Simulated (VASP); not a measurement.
# GaSi16 (a cell with a defect) in VASP: notebook

Runs on GaSi16 (a cell with a defect). Level: LDA. Tasks: single point.

Everything below comes from runs of VASP 6.6.1. Logs are shortened: lines on timing, memory, paths and dates and some standing lists are left out, and cuts for length are marked.

## (1) The cell of the first run

The cell holds a defect, 17 atoms: a = 7.679 Å, b = 7.679 Å, c = 7.679 Å, α = 60.00°, β = 60.00°, γ = 60.00°.

## (2) Single point, LDA, collinear spin, zero start

Input file INCAR:

```
  PREC = Accurate
  ENCUT = 520
  EDIFF = 1E-6
  ISMEAR = -1
  SIGMA = 0.05
  LREAL = Auto
  LASPH = True
  NELM = 150
  ALGO = Normal
  ISIF = 2
  LWAVE = False
  LCHARG = True
  ISPIN = 2
  MAGMOM = 0 0 0 0 0 0 0 0 0 0 0 0 0 0 0 0 0
  LORBIT = 11
  LELF = True
  LVHAR = True
  NBANDS = 56
```

Input file KPOINTS:

```
regular mesh
0
Gamma
  2 2 2
```

Input file POSCAR:

```
GaSi16
1.0
    0.0000000000      5.4300000000      5.4300000000
    5.4300000000      0.0000000000      5.4300000000
    5.4300000000      5.4300000000      0.0000000000
Si Ga
16 1
Direct
   -0.0001653775     -0.0002274401      0.0000075506
    0.1206402394      0.1206529466      0.1206041436
   -0.0028278085     -0.0028226519      0.5028232044
    0.1208061694      0.1208177716      0.6376822284
   -0.0027892265      0.5027919890     -0.0028039595
    0.1209069061      0.6374205341      0.1208739411
   -0.0027256906      0.5027453959      0.5027509208
    0.1283536832      0.6238676796      0.6238794659
    0.5028000921     -0.0027940147     -0.0028140884
    0.6374895028      0.1208920810      0.1208473297
    0.5027537753     -0.0027305709      0.5027576427
    0.6238641805      0.1283706262      0.6238726519
    0.5027272560      0.5027257827     -0.0027114180
    0.6238892265      0.6238862799      0.1283065378
    0.5000390424      0.5000539595      0.4999977901
    0.6239290976      0.6239265193      0.6239381215
    0.2496463168      0.2495162983      1.2500122468
```

Potentials or basis: VASP PAW LDA potentials, release 64 (Si, Ga_d).

Command:

```console
$ cat potpaw_LDA.64/Si/POTCAR potpaw_LDA.64/Ga_d/POTCAR > POTCAR
$ mpirun -np 1 vasp_std > vasp.out
```

OUTCAR:

```text
PREC = Accurate
   ENCUT = 520
   EDIFF = 1E-6
   ISMEAR = -1
   LREAL = Auto
   LASPH = True
   NELM = 150
   ISIF = 2
   ISPIN = 2
   LORBIT = 11

 ion  position               nearest neighbor table
   1  1.000  1.000  0.000-   2 2.27   4 2.27  10 2.27   6 2.27
   2  0.121  0.121  0.121-   1 2.27   5 2.40   9 2.40   3 2.40  17 2.43
   3  0.997  0.997  0.503-  12 2.34   8 2.34   4 2.40   2 2.40  17 2.74
   4  0.121  0.121  0.638-   1 2.27   7 2.40  11 2.40   3 2.40  17 2.43
   5  0.997  0.503  0.997-   8 2.34  14 2.34   6 2.40   2 2.40  17 2.74
   6  0.121  0.637  0.121-   1 2.27  13 2.39   7 2.39   5 2.40  17 2.43
   7  0.997  0.503  0.503-   8 2.34  16 2.34   6 2.39   4 2.40  17 2.75
   8  0.128  0.624  0.624-  15 2.33   3 2.34   5 2.34   7 2.34
   9  0.503  0.997  0.997-  12 2.34  14 2.34  10 2.40   2 2.40  17 2.74
  10  0.637  0.121  0.121-   1 2.27  13 2.39  11 2.40   9 2.40  17 2.43
  11  0.503  0.997  0.503-  12 2.34  16 2.34  10 2.40   4 2.40  17 2.75
  12  0.624  0.128  0.624-  15 2.33   3 2.34   9 2.34  11 2.34
  13  0.503  0.503  0.997-  14 2.34  16 2.34   6 2.39  10 2.39  17 2.75
  14  0.624  0.624  0.128-  15 2.33   9 2.34   5 2.34  13 2.34
  15  0.500  0.500  0.500-  12 2.33   8 2.33  14 2.33  16 2.33
  16  0.624  0.624  0.624-  15 2.33  11 2.34   7 2.34  13 2.34
  17  0.250  0.250  0.250-   2 2.43   4 2.43  10 2.43   6 2.43   3 2.74   9 2.74   5 2.74  11 2.75
                             7 2.75  13 2.75

  LATTYP: Found a face centered cubic cell.
 ALAT       =    10.8600000000

  Lattice vectors:

 A1 = (   0.0000000000,   5.4300000000,   5.4300000000)
 A2 = (   5.4300000000,   0.0000000000,   5.4300000000)
 A3 = (   5.4300000000,   5.4300000000,   0.0000000000)

Analysis of symmetry for initial positions (statically):
=====================================================================
 Subroutine PRICEL returns:
 Original cell was already a primitive cell.

 Routine SETGRP: Setting up the symmetry group for a
 face centered cubic supercell.

 Subroutine GETGRP returns: Found  1 space group operations
 (whereof  1 operations were pure point group operations)
 out of a pool of 48 trial point group operations.

The static configuration has the point symmetry C_1 .

Analysis of symmetry for dynamics (positions and initial velocities):
=====================================================================
 Subroutine PRICEL returns:
 Original cell was already a primitive cell.

 Routine SETGRP: Setting up the symmetry group for a
 face centered cubic supercell.

 Subroutine GETGRP returns: Found  1 space group operations
 (whereof  1 operations were pure point group operations)
 out of a pool of 48 trial point group operations.

The dynamic configuration has the point symmetry C_1 .

Analysis of structural, dynamic, and magnetic symmetry:
=====================================================================
 Subroutine PRICEL returns:
 Original cell was already a primitive cell.

 Routine SETGRP: Setting up the symmetry group for a
 face centered cubic supercell.

 Subroutine GETGRP returns: Found  1 space group operations
 (whereof  1 operations were pure point group operations)
 out of a pool of 48 trial point group operations.

The overall configuration has the point symmetry C_1 .

 Subroutine INISYM returns: Found  1 space group operations
 (whereof  1 operations are pure point group operations),
 and found     1 'primitive' translations

----------------------------------------------------------------------------------------

                                     Primitive cell

  volume of cell :     320.2060

  direct lattice vectors                    reciprocal lattice vectors
     0.000000000  5.430000000  5.430000000    -0.092081031  0.092081031  0.092081031
     5.430000000  0.000000000  5.430000000     0.092081031 -0.092081031  0.092081031
     5.430000000  5.430000000  0.000000000     0.092081031  0.092081031 -0.092081031

  length of vectors
     7.679179644  7.679179644  7.679179644     0.159489025  0.159489025  0.159489025

  position of ions in fractional coordinates (direct lattice)
     0.999834623  0.999772560  0.000007551
     0.120640239  0.120652947  0.120604144
     0.997172191  0.997177348  0.502823204
     0.120806169  0.120817772  0.637682228
     0.997210774  0.502791989  0.997196041
     0.120906906  0.637420534  0.120873941
[... 9 lines left out ...]
     0.623929098  0.623926519  0.623938121
     0.249646317  0.249516298  0.250012247

  ion indices of the primitive-cell ions
   primitive index   ion index
                 1           1
                 2           2
                 3           3
                 4           4
                 5           5
                 6           6
[... 9 lines left out ...]
                16          16
                17          17

----------------------------------------------------------------------------------------

 KPOINTS: regular mesh

Automatic generation of k-mesh.
 Grid dimensions read from file:
 generate k-points for:    2    2    2

 Generating k-lattice:

  Cartesian coordinates                     Fractional coordinates (reciprocal lattice)
    -0.046040516  0.046040516  0.046040516     0.500000000  0.000000000  0.000000000
     0.046040516 -0.046040516  0.046040516     0.000000000  0.500000000  0.000000000
     0.046040516  0.046040516 -0.046040516     0.000000000  0.000000000  0.500000000

  Length of vectors
     0.079744512  0.079744512  0.079744512

  Shift w.r.t. Gamma in fractional coordinates (k-lattice)
     0.000000000  0.000000000  0.000000000

 Subroutine IBZKPT returns following result:
 ===========================================

 Found      8 irreducible k-points:

 Following reciprocal coordinates:
            Coordinates               Weight
  0.000000  0.000000  0.000000      1.000000
  0.500000  0.000000  0.000000      1.000000
  0.000000  0.500000  0.000000      1.000000
  0.000000  0.000000  0.500000      1.000000
  0.500000  0.500000  0.500000      1.000000
  0.500000  0.500000  0.000000      1.000000
  0.000000  0.500000  0.500000      1.000000
  0.500000  0.000000  0.500000      1.000000
   k-points           NKPTS =      8   k-points in BZ     NKDIM =      8   number of bands    NBANDS=     56
   number of dos      NEDOS =    301   number of ions     NIONS =     17
   total plane-waves  NPLWV = 216000
   dimension x,y,z NGX =    60 NGY =   60 NGZ =   60
   dimension x,y,z NGXF=   120 NGYF=  120 NGZF=  120
   ions per type =              16   1
   NGX,Y,Z   is equivalent  to a cutoff of  12.99, 12.99, 12.99 a.u.
   NGXF,Y,Z  is equivalent  to a cutoff of  25.98, 25.98, 25.98 a.u.
 SYSTEM =  unknown system
   PREC   = accura    normal or accurate (medium, high low for compatibility)
   ISTART =      0    job   : 0-new  1-cont  2-samecut
   ICHARG =      2    charge: 1-file 2-atom 10-const
   ISPIN  =      2    spin polarized calculation?
   LNONCOLLINEAR =      F non collinear calculations
   LSORBIT =      F    spin-orbit coupling
   LASPH  =      T    aspherical Exc in radial PAW
   ENCUT  =  520.0 eV  38.22 Ry    6.18 a.u.  14.28 14.28 14.28*2*pi/ulx,y,z
   NELM   =    150;   NELMIN=  2; NELMDL= -5     # of ELM steps
   EDIFF  = 0.1E-05   stopping-criterion for ELM
   LREAL  =      T    real-space projection
   EDIFFG = 0.1E-04   stopping-criterion for IOM
   NSW    =      0    number of steps for IOM
   IBRION =     -1    ionic relax: 0-MD 1-quasi-New 2-CG
   NFREE  =      0    steps in history (QN), initial steepest desc. (CG)
   ISIF   =      2    stress and relaxation
   ISYM   =      2    0-nonsym 1-usesym 2-fastsym
   POTIM  = 0.5000    time-step for ionic-motion
   TEBEG  =    0.0;   TEEND  =   0.0 temperature during run
   PSTRESS=    0.0 pullay stress
   NELECT =      77.0000    total number of electrons
   NUPDOWN=      -1.0000    fix difference up-down
   EMIN   =  10.00;   EMAX   =-10.00  energy-range for DOS
   EFERMI =   0.00;   METHOD = LEGACY
   ISMEAR =    -1;   SIGMA  =   0.05  broadening in eV -4-tet -1-fermi 0-gaus
   EFERMI_NEDOS =   21; number of points for ismear=-14 and -15
   IALGO  =     38    algorithm
   IMIX   =      4    mixing-type and parameters
     AMIX     =   0.40;   BMIX     =  1.00
     AMIX_MAG =   1.60;   BMIX_MAG =  1.00
  volume/ion in A,a.u.               =      18.84       127.11
  Fermi-wavevector in a.u.,A,eV,Ry     =   1.018033  1.923804 14.100962  1.036391
  Thomas-Fermi vector in A             =   2.151468
   LORBIT       =     11    0 simple, 1 ext, 2 COOP (PROOUT), +10 PAW based schemes
   GGA     = CA    functional components
   LHFCALC =     F    Hartree Fock is set to
   AEXX    =    0.0000 exact exchange contribution
   IVDW    =     0    specifies the selected vdW correction
   LEPSILON=     F    determine dielectric tensor
   LRPA    =     F    only Hartree local field effects (RPA)
 spin polarized calculation
  energy-cutoff  :      520.00
  volume of cell :      320.21
 maximum number of plane-waves:      8646
 NGX is ok and might be reduce to    60
   NGX = 29   NGY = 29   NGZ = 29

 number of electron      76.9999990 magnetization      -0.0000126

 number of electron      76.9999990 magnetization       0.0000094

 Free energy of the ion-electron system (eV)
  ---------------------------------------------------
  ext. energy  EPLUGINS =         0.00000000
  ---------------------------------------------------
  free energy    TOTEN  =       -95.45793548 eV

  energy without entropy =      -95.42037707  energy(sigma->0) =      -95.43915627

 E-fermi :   6.7235     XC(G=0):  -9.9172

 val. band max:        6.5806107863   @ k =   0.0000   0.0000   0.0000
 cond. band min:       6.7341169095   @ k =   0.0000   0.0000   0.0000
 fundamental gap:      0.1535061232
 Fermi energy:         6.7234918375

 spin component 1

 k-point     1 :       0.0000    0.0000    0.0000
  band No.  band energies     occupation
      1      -8.8980      1.00000
      2      -8.8975      1.00000
      3      -8.8972      1.00000
      4      -8.8765      1.00000
      5      -8.8765      1.00000
      6      -6.2259      1.00000
[... 42 lines left out ...]
     49       8.1262      0.00000
     50       8.1276      0.00000
[... 369 lines left out ...]
     49      10.1744      0.00000
     50      10.3523      0.00000
 Fermi energy:         6.7234918375

 spin component 2

 k-point     1 :       0.0000    0.0000    0.0000
  band No.  band energies     occupation
      1      -8.8980      1.00000
      2      -8.8974      1.00000
      3      -8.8972      1.00000
      4      -8.8765      1.00000
      5      -8.8765      1.00000
      6      -6.2259      1.00000
[... 42 lines left out ...]
     49       8.1262      0.00000
     50       8.1276      0.00000
[... 369 lines left out ...]
     49      10.1744      0.00000
     50      10.3523      0.00000
 [bands above 50 left out]

------------------------ aborting loop because EDIFF is reached ----------------------------------------

  FORCE on cell =-STRESS in cart. coord.  units (eV):
  Direction    XX          YY          ZZ          XY          YZ          ZX
  --------------------------------------------------------------------------------------
  -------------------------------------------------------------------------------------
  Total        4.9132562      4.9139816      4.9142879      0.0210143      0.0121134      0.0086951
  in kB       24.5838845     24.5875142     24.5890466      0.1051466      0.0606104      0.0435067
  external PRESSURE =      24.5868151 kB  Pullay stress =       0.0000000 kB

 VOLUME and BASIS-vectors are now :
 -----------------------------------------------------------------------------
  energy-cutoff  :      520.00
  volume of cell :      320.21
      direct lattice vectors                 reciprocal lattice vectors
     0.000000000  5.430000000  5.430000000    -0.092081031  0.092081031  0.092081031
     5.430000000  0.000000000  5.430000000     0.092081031 -0.092081031  0.092081031
     5.430000000  5.430000000  0.000000000     0.092081031  0.092081031 -0.092081031

 POSITION                                       TOTAL-FORCE (eV/Angst)
 -----------------------------------------------------------------------------------
      5.42881      5.42914     10.85787         0.000712      0.000676      0.001020
      1.31003      1.30996      1.31022         0.007523      0.007712      0.006215
      8.14500      8.14497     10.82932        -0.001286     -0.001274      0.004631
      4.11866      4.11859      1.31202        -0.011483     -0.011081      0.006961
      8.14494     10.82963      8.14502        -0.002729      0.003044     -0.002128
      4.11754      1.31287      4.11772        -0.010226      0.007686     -0.011714
[... 9 lines left out ...]
      6.77590      6.77592      6.77586        -0.013884     -0.013991     -0.013807
      2.71244      2.71315      2.71045         0.005498      0.004275      0.009490
 -----------------------------------------------------------------------------------
    total drift:                               -0.003326     -0.002465     -0.000306

  FREE ENERGIE OF THE ION-ELECTRON SYSTEM (eV)
  ---------------------------------------------------
  free  energy   TOTEN  =       -95.4579354774 eV

  energy  without entropy=      -95.4203770701  energy(sigma->0) =      -95.43915627

 total charge

# of ion       s       p       d       tot
------------------------------------------
    1        0.764   1.006   0.000   1.770
    2        0.763   0.948   0.000   1.712
    3        0.753   0.935   0.000   1.689
    4        0.763   0.949   0.000   1.712
    5        0.753   0.936   0.000   1.689
    6        0.763   0.949   0.000   1.712
[... 9 lines left out ...]
   16        0.752   0.960   0.000   1.713
   17        1.099   0.734  10.058  11.891
--------------------------------------------------
tot         13.187  15.963  10.058  39.208

 magnetization (x)

# of ion       s       p       d       tot
------------------------------------------
    1       -0.000   0.000   0.000  -0.000
    2       -0.000  -0.000   0.000  -0.000
    3       -0.000  -0.000   0.000  -0.000
    4       -0.000   0.000   0.000   0.000
    5       -0.000   0.000   0.000  -0.000
    6        0.000   0.000   0.000   0.000
[... 9 lines left out ...]
   16       -0.000  -0.000   0.000  -0.000
   17        0.000  -0.000   0.000  -0.000
--------------------------------------------------
tot         -0.000  -0.000   0.000  -0.000
```

Wall time 6.2 min (1 thread of Intel Xeon 6975P-C (Granite Rapids), shared host); peak memory 0.49 GiB.

Results:

| Quantity | Value |
| --- | --- |
| Free energy | -95.4579 eV |
| Pressure | 2.5 GPa |
| Largest force | 0.025 eV/Å |
| Net moment | 0.00 μB per cell |
| Valence electrons inside the program's atomic spheres | Si 1.77, 1.71, 1.69, 1.72 (each value once); Ga 11.89 |

Forces in eV/Å, atoms in the order of the input:
```
Si   0.001  0.001  0.001
Si   0.008  0.008  0.006
Si  -0.001 -0.001  0.005
Si  -0.011 -0.011  0.007
Si  -0.003  0.003 -0.002
Si  -0.010  0.008 -0.012
Si  -0.002  0.002  0.000
Si  -0.014  0.014  0.014
Si   0.004 -0.002 -0.002
Si   0.008 -0.010 -0.012
Si   0.002 -0.002  0.000
Si   0.015 -0.014  0.015
Si   0.000  0.001 -0.001
Si   0.014  0.015 -0.014
Si   0.000  0.000  0.000
Si  -0.014 -0.014 -0.014
Ga   0.005  0.004  0.009
```

Caveat: the k points lie up to 0.50 Å⁻¹ apart; no moment was typed at the start, so none could form.

## (3) Single point, LDA, collinear spin, zero start

Input file INCAR:

```
PREC = Accurate
ENCUT = 520
EDIFF = 1E-6
ISMEAR = -1
SIGMA = 0.05
LREAL = Auto
LASPH = T
NELM = 150
ALGO = Normal
ISIF = 2
LWAVE = F
LCHARG = F
ISPIN = 2
MAGMOM = 0 0 0 0 0 0 0 0 0 0 0 0 0 0 0 0 0
LORBIT = 11
NBANDS = 56
```

Input file KPOINTS:

```
Automatic mesh
0
Gamma
  2 2 2
```

Input file POSCAR:

```
GaSi16
1.0
    0.0000000000      5.4300000000      5.4300000000
    5.4300000000      0.0000000000      5.4300000000
    5.4300000000      5.4300000000      0.0000000000
Si Ga
16 1
Direct
    0.0012039595      0.0011238490     -0.0030078269
    0.1222594843      0.1222836096      0.1281944751
    0.0015722836      0.0015045120      0.5015853591
    0.1254760589      0.1251942910      0.6255313076
   -0.0120734807      0.5038883978      0.0037767956
    0.1220026703      0.6278297422      0.1280011971
    0.0012762431      0.4966683241      0.5012913444
    0.1222898711      0.6280939227      0.6222852670
    0.5039011971     -0.0123196133      0.0038827808
    0.6279262431      0.1219883057      0.1279540516
    0.4969390424      0.0011360958      0.5012311234
    0.6281784530      0.1222882136      0.6222594843
    0.5045632597      0.5046752302      0.0045417127
    0.6254210866      0.6252059853      0.1254617864
    0.5037747698      0.5038677716      0.4879732965
    0.6279831492      0.6278395028      0.6220048803
    0.3760101289      0.3755386740      0.8760976059
```

Potentials or basis: VASP PAW LDA potentials, release 64 (Si, Ga_d).

Command:

```console
$ cat potpaw_LDA.64/Si/POTCAR potpaw_LDA.64/Ga_d/POTCAR > POTCAR
$ mpirun -np 1 vasp_std > vasp.out
```

It took 6.4 min on 1 thread of Intel Xeon 6975P-C (Granite Rapids), shared host; peak memory 0.49 GiB.

Results (log left out):

| Item | Value |
| --- | --- |
| Free energy | -95.4576 eV |
| Pressure | 2.5 GPa |
| Largest force | 0.041 eV/Å |
| Net moment | 0.00 μB per cell |
| Valence electrons inside the program's atomic spheres | Si 1.71, 1.69, 1.72, 1.77 (each value once); Ga 11.89 |

Forces on the atoms (eV/Å):
```
Si  -0.002 -0.002  0.005
Si  -0.005 -0.003 -0.002
Si  -0.001  0.000  0.000
Si  -0.010 -0.013 -0.009
Si   0.013  0.015  0.010
Si  -0.014  0.007  0.008
Si  -0.001  0.003 -0.001
Si  -0.002 -0.004 -0.003
Si   0.013  0.016  0.012
Si   0.006 -0.017  0.006
Si   0.005 -0.002 -0.002
Si  -0.002 -0.002 -0.005
Si   0.006  0.011  0.005
Si  -0.003 -0.004 -0.003
Si   0.011  0.015  0.012
Si   0.008  0.007 -0.013
Ga  -0.022 -0.027 -0.021
```

Levels at points of the mesh, in eV from the Fermi level:
Spin up:
| k point | band 34 | band 35 | band 36 | band 37 | band 38 | band 39 | band 40 | band 41 | band 42 | band 43 |
| --- | --- | --- | --- | --- | --- | --- | --- | --- | --- | --- |
| (0.00, 0.00, 0.00) | -1.66 | -1.66 | -0.63 | -0.62 | -0.62 | -0.15 | -0.15 | -0.14 | 0.01 | 0.01 |
| (0.50, 0.00, 0.00) | -1.38 | -1.38 | -1.35 | -1.34 | -1.09 | 0.14 | 0.63 | 0.64 | 0.88 | 0.89 |
| (0.00, 0.50, 0.00) | -1.38 | -1.38 | -1.35 | -1.34 | -1.09 | 0.14 | 0.63 | 0.64 | 0.88 | 0.89 |
| (0.00, 0.00, 0.50) | -1.38 | -1.38 | -1.35 | -1.34 | -1.09 | 0.14 | 0.63 | 0.64 | 0.88 | 0.89 |
| (0.50, 0.50, 0.50) | -1.38 | -1.38 | -1.35 | -1.34 | -1.08 | 0.13 | 0.64 | 0.64 | 0.89 | 0.89 |
| (0.50, 0.50, 0.00) | -1.97 | -1.97 | -1.89 | -1.81 | -0.62 | 0.29 | 1.15 | 1.24 | 1.36 | 1.36 |
| (0.00, 0.50, 0.50) | -1.97 | -1.97 | -1.89 | -1.81 | -0.62 | 0.29 | 1.15 | 1.24 | 1.36 | 1.36 |
| (0.50, 0.00, 0.50) | -1.97 | -1.97 | -1.89 | -1.81 | -0.62 | 0.29 | 1.15 | 1.24 | 1.36 | 1.36 |
Spin down:
| k point | band 36 | band 37 | band 38 | band 39 | band 40 | band 41 |
| --- | --- | --- | --- | --- | --- | --- |
| (0.00, 0.00, 0.00) | -0.63 | -0.62 | -0.62 | -0.15 | -0.15 | -0.14 |
| (0.50, 0.00, 0.00) | -1.35 | -1.34 | -1.09 | 0.14 | 0.63 | 0.64 |
| (0.00, 0.50, 0.00) | -1.35 | -1.34 | -1.09 | 0.14 | 0.63 | 0.64 |
| (0.00, 0.00, 0.50) | -1.35 | -1.34 | -1.09 | 0.14 | 0.63 | 0.64 |
| (0.50, 0.50, 0.50) | -1.35 | -1.34 | -1.08 | 0.13 | 0.64 | 0.64 |
| (0.50, 0.50, 0.00) | -1.89 | -1.81 | -0.62 | 0.29 | 1.15 | 1.24 |
| (0.00, 0.50, 0.50) | -1.89 | -1.81 | -0.62 | 0.29 | 1.15 | 1.24 |
| (0.50, 0.00, 0.50) | -1.89 | -1.81 | -0.62 | 0.29 | 1.15 | 1.24 |

Caveat: the k points lie up to 0.50 Å⁻¹ apart; no moment was typed at the start, so none could form.
